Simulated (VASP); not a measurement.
Ba:

```xyz
1
Lattice="3.9177 0.0000 0.0000 0.0000 3.9177 0.0000 0.0000 0.0000 3.9177" Properties=species:S:1:pos:R:3 pbc="T T T"
Ba    0.0000    0.0000    0.0000
```

Base run:

| Quantity | Value |
| --- | --- |
| Program | VASP 6.6.1 |
| Functional | r2SCAN |
| Potentials or basis | VASP PAW PBE potentials, release 64 (Ba_sv) |
| Cutoff | 520 eV |
| k mesh | 6 × 6 × 6 |
| Occupations | fermi-dirac, width 0.05 eV |
| Spin | no spin polarisation |

Its results: band gap on the k mesh zero (band 5 reaches 1.83 eV, above the bottom of band 6 at 1.77 eV); pressure 0.1 GPa.

Q: The run is repeated on the same cell with these changes: functional from r2SCAN to PBE; k mesh from 6 × 6 × 6 to 7 × 7 × 7. What comes out?

A: Band gap on the k mesh 0.15 eV, indirect (least direct gap 0.22 eV); pressure 0.4 GPa.

Several settings changed at once, so the effect can't be laid on one alone.

Caveats: spin-orbit coupling is left out, which moves the levels of the heavy elements; the PAW data sets were made with another functional, which shifts forces and pressure a little (some runs).

A k mesh can miss the band edges.
